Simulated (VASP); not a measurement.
# Be (P6_3/mmc) in VASP: notebook

Runs on Be. Level: PBEsol. Tasks: single point.

Program: VASP 6.6.1. These are calculated values, not measurements. Logs are shortened: lines on timing, memory, paths and dates and some standing lists are left out, and cuts for length are marked.

## (1) The cell of the first run

It takes space group P6_3/mmc (No. 194, hexagonal). The conventional cell has a = 2.231 Å, b = 2.231 Å, c = 3.601 Å, α = 90.00°, β = 90.00°, γ = 120.00°. Be (site symmetry -6m2) has 12 Be at 2.21 to 2.23 Å within 2.9 Å.

## (2) Single point, PBEsol (strain -0.030 along x and y, +0.000 along z)

File INCAR:

```
SYSTEM = Be
PREC     = Accurate       ! precision mode
ENCUT    = 520            ! plane-wave cutoff, eV
EDIFF    = 1E-6           ! SCF threshold, eV
ISMEAR   = 0              ! smearing method
SIGMA    = 0.15           ! smearing width, eV
LREAL    = .FALSE.        ! projectors in reciprocal space
LASPH    = .TRUE.         ! aspherical terms in the spheres
NELM     = 80             ! most SCF steps
ALGO     = Normal         ! electronic algorithm
ISIF     = 2              ! what is computed and relaxed
LWAVE    = .FALSE.        ! write WAVECAR
LCHARG   = .FALSE.        ! write CHGCAR
GGA      = PS             ! functional
NBANDS   = 9              ! bands
```

File KPOINTS:

```
Automatic mesh
0
G
  24 24 14
  0 0 0
```

File POSCAR:

```
Be
1.0
    2.2305169254      0.0000000000      0.0000000000
   -1.1152584627      1.9316843209      0.0000000000
    0.0000000000      0.0000000000      3.6009000000
Be
2
Direct
    0.3333333333      0.6666666667      0.2500000000
    0.6666666667      0.3333333333      0.7500000000
```

Potentials or basis: VASP PAW PBE potentials, release 64 (Be).

The run is started by

```console
$ cat potpaw_PBE.64/Be/POTCAR > POTCAR
$ mpirun -np 1 vasp_std > vasp.out
```

OUTCAR:

```text
SYSTEM = Be
   PREC = Accurate
   ENCUT = 520
   EDIFF = 1E-6
   ISMEAR = 0
   LREAL = .FALSE.
   LASPH = .TRUE.
   NELM = 80
   ISIF = 2
   GGA = PS

 ion  position               nearest neighbor table
   1  0.333  0.667  0.250-   2 2.21   2 2.21   2 2.21   2 2.21   2 2.21   2 2.21
   2  0.667  0.333  0.750-   1 2.21   1 2.21   1 2.21   1 2.21   1 2.21   1 2.21

  LATTYP: Found a hexagonal cell.
 ALAT       =     2.2305169254
 C/A-ratio  =     1.6143791419

  Lattice vectors:

 A1 = (   2.2305169254,   0.0000000000,   0.0000000000)
 A2 = (  -1.1152584627,   1.9316843209,   0.0000000000)
 A3 = (   0.0000000000,   0.0000000000,   3.6009000000)

Analysis of symmetry for initial positions (statically):
=====================================================================
 Subroutine PRICEL returns:
 Original cell was already a primitive cell.

 Routine SETGRP: Setting up the symmetry group for a
 hexagonal supercell.

 Subroutine GETGRP returns: Found 24 space group operations
 (whereof 12 operations were pure point group operations)
 out of a pool of 24 trial point group operations.

The static configuration has the point symmetry D_3d.
 The point group associated with its full space group is D_6h.

Analysis of symmetry for dynamics (positions and initial velocities):
=====================================================================
 Subroutine PRICEL returns:
 Original cell was already a primitive cell.

 Routine SETGRP: Setting up the symmetry group for a
 hexagonal supercell.

 Subroutine GETGRP returns: Found 24 space group operations
 (whereof 12 operations were pure point group operations)
 out of a pool of 24 trial point group operations.

The dynamic configuration has the point symmetry D_3d.
 The point group associated with its full space group is D_6h.

 Subroutine INISYM returns: Found 24 space group operations
 (whereof 12 operations are pure point group operations),
 and found     1 'primitive' translations

----------------------------------------------------------------------------------------

                                     Primitive cell

  volume of cell :      15.5150

  direct lattice vectors                    reciprocal lattice vectors
     2.230516925  0.000000000  0.000000000     0.448326569  0.258841465  0.000000000
    -1.115258463  1.931684321  0.000000000     0.000000000  0.517682930  0.000000000
     0.000000000  0.000000000  3.600900000     0.000000000  0.000000000  0.277708351

  length of vectors
     2.230516925  2.230516925  3.600900000     0.517682930  0.517682930  0.277708351

  position of ions in fractional coordinates (direct lattice)
     0.333333333  0.666666667  0.250000000
     0.666666667  0.333333333  0.750000000

  ion indices of the primitive-cell ions
   primitive index   ion index
                 1           1
                 2           2

----------------------------------------------------------------------------------------

 KPOINTS: Automatic mesh

Automatic generation of k-mesh.
 Grid dimensions read from file:
 generate k-points for:   24   24   14

 Generating k-lattice:

  Cartesian coordinates                     Fractional coordinates (reciprocal lattice)
     0.018680274  0.010785061  0.000000000     0.041666667  0.000000000  0.000000000
     0.000000000  0.021570122  0.000000000     0.000000000  0.041666667  0.000000000
     0.000000000  0.000000000  0.019836311     0.000000000  0.000000000  0.071428571

  Length of vectors
     0.021570122  0.021570122  0.019836311

  Shift w.r.t. Gamma in fractional coordinates (k-lattice)
     0.000000000  0.000000000  0.000000000

 Subroutine IBZKPT returns following result:
 ===========================================

 Found    488 irreducible k-points:

 Following reciprocal coordinates:
            Coordinates               Weight
  0.000000  0.000000  0.000000      1.000000
  0.041667  0.000000  0.000000      6.000000
  0.083333 -0.000000  0.000000      6.000000
  0.125000  0.000000  0.000000      6.000000
  0.166667  0.000000  0.000000      6.000000
  0.208333  0.000000  0.000000      6.000000
[... 16 lines left out ...]
  0.416667  0.041667  0.000000     12.000000
  0.458333  0.041667  0.000000     12.000000
 [... further k-points ...]
   k-points           NKPTS =    488   k-points in BZ     NKDIM =    488   number of bands    NBANDS=      9
   number of dos      NEDOS =    301   number of ions     NIONS =      2
   total plane-waves  NPLWV =   9072
   dimension x,y,z NGX =    18 NGY =   18 NGZ =   28
   dimension x,y,z NGXF=    36 NGYF=   36 NGZF=   56
   ions per type =               2
   NGX,Y,Z   is equivalent  to a cutoff of  13.42, 13.42, 12.93 a.u.
   NGXF,Y,Z  is equivalent  to a cutoff of  26.83, 26.83, 25.85 a.u.
 SYSTEM =  Be
   PREC   = accura    normal or accurate (medium, high low for compatibility)
   ISTART =      0    job   : 0-new  1-cont  2-samecut
   ICHARG =      2    charge: 1-file 2-atom 10-const
   ISPIN  =      1    spin polarized calculation?
   LNONCOLLINEAR =      F non collinear calculations
   LSORBIT =      F    spin-orbit coupling
   LASPH  =      T    aspherical Exc in radial PAW
   ENCUT  =  520.0 eV  38.22 Ry    6.18 a.u.   4.15  4.15  6.70*2*pi/ulx,y,z
   NELM   =     80;   NELMIN=  2; NELMDL= -5     # of ELM steps
   EDIFF  = 0.1E-05   stopping-criterion for ELM
   LREAL  =      F    real-space projection
   EDIFFG = 0.1E-04   stopping-criterion for IOM
   NSW    =      0    number of steps for IOM
   IBRION =     -1    ionic relax: 0-MD 1-quasi-New 2-CG
   NFREE  =      0    steps in history (QN), initial steepest desc. (CG)
   ISIF   =      2    stress and relaxation
   ISYM   =      2    0-nonsym 1-usesym 2-fastsym
   POTIM  = 0.5000    time-step for ionic-motion
   TEBEG  =    0.0;   TEEND  =   0.0 temperature during run
   PSTRESS=    0.0 pullay stress
   NELECT =       4.0000    total number of electrons
   NUPDOWN=      -1.0000    fix difference up-down
   EMIN   =  10.00;   EMAX   =-10.00  energy-range for DOS
   EFERMI =   0.00;   METHOD = LEGACY
   ISMEAR =     0;   SIGMA  =   0.15  broadening in eV -4-tet -1-fermi 0-gaus
   EFERMI_NEDOS =   21; number of points for ismear=-14 and -15
   IALGO  =     38    algorithm
   IMIX   =      4    mixing-type and parameters
     AMIX     =   0.40;   BMIX     =  1.00
     AMIX_MAG =   1.60;   BMIX_MAG =  1.00
  volume/ion in A,a.u.               =       7.76        52.35
  Fermi-wavevector in a.u.,A,eV,Ry     =   1.041943  1.968987 14.771097  1.085645
  Thomas-Fermi vector in A             =   2.176586
   LORBIT       =      0    0 simple, 1 ext, 2 COOP (PROOUT), +10 PAW based schemes
   GGA     = PS    functional components
   LHFCALC =     F    Hartree Fock is set to
   AEXX    =    0.0000 exact exchange contribution
   IVDW    =     0    specifies the selected vdW correction
   LEPSILON=     F    determine dielectric tensor
   LRPA    =     F    only Hartree local field effects (RPA)
 non-spin polarized calculation
 Gauss-broadening in eV      SIGMA  =   0.15
  energy-cutoff  :      520.00
  volume of cell :       15.52
 maximum number of plane-waves:       428
 NGX is ok and might be reduce to    18
   NGX =  9   NGY =  9   NGZ = 13

 number of electron       4.0000000 magnetization

 Free energy of the ion-electron system (eV)
  ---------------------------------------------------
  ext. energy  EPLUGINS =         0.00000000
  ---------------------------------------------------
  free energy    TOTEN  =        -7.98757866 eV

  energy without entropy =       -7.98498783  energy(sigma->0) =       -7.98628324

 E-fermi :   7.2298     XC(G=0): -10.6711

 val. band max:        7.2246290256   @ k =   0.3333   0.2917   0.0000
 cond. band min:       7.2373843110   @ k =   0.3333   0.0417   0.0000
 fundamental gap:      0.0127552855
 Fermi energy:         7.2297887796

 k-point     1 :       0.0000    0.0000    0.0000
  band No.  band energies     occupation
      1      -4.2769      2.00000
      2       2.4121      2.00000
      3       7.9403      0.00000
      4      23.9193      0.00000
      5      23.9193      0.00000
      6      26.6663      0.00000
      7      26.6663      0.00000
      8      27.8326      0.00000
      9      34.8673      0.00000

 k-point     2 :       0.0417    0.0000    0.0000
  band No.  band energies     occupation
      1      -4.2259      2.00000
      2       2.4797      2.00000
      3       7.9563      0.00000
      4      23.4734      0.00000
      5      23.5700      0.00000
      6      26.6597      0.00000
      7      26.8456      0.00000
      8      27.7692      0.00000
      9      33.9586      0.00000

 k-point     3 :       0.0833   -0.0000    0.0000
  band No.  band energies     occupation
      1      -4.0731      2.00000
      2       2.6823      2.00000
      3       8.0029      0.00000
      4      22.3010      0.00000
      5      22.7867      0.00000
      6      26.6106      0.00000
      7      27.1020      0.00000
      8      27.5516      0.00000
      9      32.4117      0.00000

 k-point     4 :       0.1250    0.0000    0.0000
  band No.  band energies     occupation
      1      -3.8183      2.00000
      2       3.0197      2.00000
      3       8.0749      0.00000
      4      20.7128      0.00000
      5      21.8723      0.00000
      6      26.4585      0.00000
      7      27.0945      0.00000
      8      27.1376      0.00000
      9      30.7167      0.00000
[... 205 lines left out ...]
 k-point    22 :       0.3750    0.0417    0.0000
  band No.  band energies     occupation
      1       0.3137      2.00000
      2       6.2908      2.00000
      3       8.4215      0.00000
      4      13.2402      0.00000
      5      16.8144      0.00000
      6      16.8226      0.00000
      7      19.5100      0.00000
      8      24.5732      0.00000
      9      27.8311      0.00000

 k-point    23 :       0.4167    0.0417    0.0000
  band No.  band energies     occupation
      1       1.2425      2.00000
      2       5.2277      2.00000
      3       9.6242      0.00000
      4      13.4587      0.00000
      5      15.1583      0.00000
      6      16.2892      0.00000
      7      18.7856      0.00000
      8      24.3731      0.00000
      9      27.8246      0.00000

 k-point    24 :       0.4583    0.0417    0.0000
  band No.  band energies     occupation
      1       2.0502      2.00000
      2       4.3269      2.00000
      3      10.6582      0.00000
      4      13.7181      0.00000
      5      13.8899      0.00000
      6      15.8975      0.00000
      7      18.4242      0.00000
      8      24.2715      0.00000
      9      27.8240      0.00000

 [... further k-points ...]

------------------------ aborting loop because EDIFF is reached ----------------------------------------

  FORCE on cell =-STRESS in cart. coord.  units (eV):
  Direction    XX          YY          ZZ          XY          YZ          ZX
  --------------------------------------------------------------------------------------
  -------------------------------------------------------------------------------------
  Total        0.4326031      0.4326031     -0.4326864      0.0000000      0.0000000      0.0000000
  in kB       44.6732430     44.6732430    -44.6818458      0.0000000      0.0000000      0.0000000
  external PRESSURE =      14.8882134 kB  Pullay stress =       0.0000000 kB

 VOLUME and BASIS-vectors are now :
 -----------------------------------------------------------------------------
  energy-cutoff  :      520.00
  volume of cell :       15.52
      direct lattice vectors                 reciprocal lattice vectors
     2.230516925  0.000000000  0.000000000     0.448326569  0.258841465  0.000000000
    -1.115258463  1.931684321  0.000000000     0.000000000  0.517682930  0.000000000
     0.000000000  0.000000000  3.600900000     0.000000000  0.000000000  0.277708351

 POSITION                                       TOTAL-FORCE (eV/Angst)
 -----------------------------------------------------------------------------------
     -0.00000      1.28779      0.90023         0.000000      0.000000      0.000000
      1.11526      0.64389      2.70068        -0.000000     -0.000000      0.000000
 -----------------------------------------------------------------------------------
    total drift:                                0.000000     -0.000000      0.000000

  FREE ENERGIE OF THE ION-ELECTRON SYSTEM (eV)
  ---------------------------------------------------
  free  energy   TOTEN  =        -7.9875786570 eV

  energy  without entropy=       -7.9849878272  energy(sigma->0) =       -7.98628324
```

It took 25 s on 1 thread of AMD EPYC 9R45 (Zen 5), shared host; peak memory 0.14 GiB.

What came out:

* Free energy: -7.9876 eV
* Pressure: 1.5 GPa
* Band gap on the k mesh: zero (bands 2 and 3 overlap by 1.94 eV)

Stress tensor (GPa, compression positive):
```
 4.47  0.00  0.00
 0.00  4.47  0.00
 0.00  0.00 -4.47
```

Caveat: the cell differs from its parent crystal (strain -0.030 along x and y, +0.000 along z); the PAW data sets were made with another functional, which shifts forces and pressure a little.

## (3) Single point, PBEsol (strain -0.015 along x and y, -0.030 along z)

INCAR: that of step 2 with these lines changed.

```diff
@@ -3,3 +3,3 @@
 ENCUT    = 520            ! plane-wave cutoff, eV
-EDIFF    = 1E-6           ! SCF threshold, eV
+EDIFF    = 1E-7           ! SCF threshold, eV
 ISMEAR   = 0              ! smearing method
@@ -8,3 +8,3 @@
 LASPH    = .TRUE.         ! aspherical terms in the spheres
-NELM     = 80             ! most SCF steps
+NELM     = 100            ! most SCF steps
 ALGO     = Normal         ! electronic algorithm
```

File KPOINTS:

```
regular mesh
0
G
  24 24 14
  0 0 0
```

File POSCAR:

```
Be
1.0
    2.2650094551      0.0000000000      0.0000000000
   -1.1325047276      1.9615557279      0.0000000000
    0.0000000000      0.0000000000      3.4928730000
Be
2
Direct
    0.3333333333      0.6666666667      0.2500000000
    0.6666666667      0.3333333333      0.7500000000
```

Potentials or basis: VASP PAW PBE potentials, release 64 (Be).

The run is started by

```console
$ cat potpaw_PBE.64/Be/POTCAR > POTCAR
$ mpirun -np 1 vasp_std > vasp.out
```

It took 28 s on 1 thread of AMD EPYC 9R45 (Zen 5), shared host; peak memory 0.14 GiB.

It converged, with:

```yaml
Free_energy: -7.9891 eV
Pressure: 2.0 GPa
Band_gap_on_the_k_mesh: zero (bands 2 and 3 overlap by 2.18 eV)
```

Stress tensor (GPa, compression positive):
```
-0.63  0.00  0.00
 0.00 -0.63  0.00
 0.00  0.00  7.15
```

Levels at points of the mesh, in eV from the Fermi level:
```tsv
k point	band 1	band 2	band 3	band 4	band 5
(0.00, 0.00, 0.00)	-11.33	-4.21	1.67	15.92	15.92
(0.50, 0.00, 0.00)	-5.05	-3.12	3.83	6.76	7.24
(0.00, 0.00, 0.50)	-9.10	-9.10	11.61	11.61	17.68
(0.50, 0.00, 0.50)	-3.61	-3.61	1.70	1.70	12.05
```

Caveat: the cell differs from its parent crystal (strain -0.015 along x and y, -0.030 along z); the PAW data sets were made with another functional, which shifts forces and pressure a little.
